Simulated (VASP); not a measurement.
Runs of VASP 6.6.1 on ReOs2. The structure is that of space group P6/mmm (No. 191), or close to it. The cells are those of the table. 

```tsv
task	cell	k mesh	cutoff (eV)	gap on the mesh (eV)	pressure (GPa)	relaxed volume (Å³/atom)
single point	a = 3.451, b = 3.451, c = 3.726 Å, angles 90.0, 90.0, 120.0°, 3 atoms	6 × 6 × 6	520	none	(b)	-
single point	a = 4.327, b = 4.327, c = 2.738 Å, angles 90.0, 90.0, 120.0°, 3 atoms	6 × 6 × 6	520	none	-0.2	-
relaxation of cell and atoms	relaxed from a = 3.451, b = 3.451, c = 3.726 Å, angles 90.0, 90.0, 120.0°, 3 atoms	6 × 6 × 6	600	none	-0.1	14.80
relaxation of cell and atoms	relaxed from a = 4.327, b = 4.327, c = 2.738 Å, angles 90.0, 90.0, 120.0°, 3 atoms	12 × 12 × 16	600	none	0.0	(a)
single point	a = 4.335, b = 4.335, c = 2.725 Å, angles 90.0, 90.0, 120.0°, 3 atoms	12 × 12 × 16	520	none	-0.4	-
```

Alike in all rows: level PBE; potentials or basis VASP PAW PBE potentials, release 64 (Re, Os); no spin polarisation; smearing gaussian 0.1 eV.

Task: Fill in the values left out.

Result: (a) 14.77; (b) 202.2.

Caveats: some runs use coarse meshes; spin-orbit coupling is left out, which moves the levels of the heavy elements; the volume moved by over 15 % at a fixed basis, so the end points are rough (some runs).

A k mesh can miss the band edges, and the runs leave out spin-orbit coupling on Os, Re.

A gap of «none» marks levels without a gap at the run's occupations.
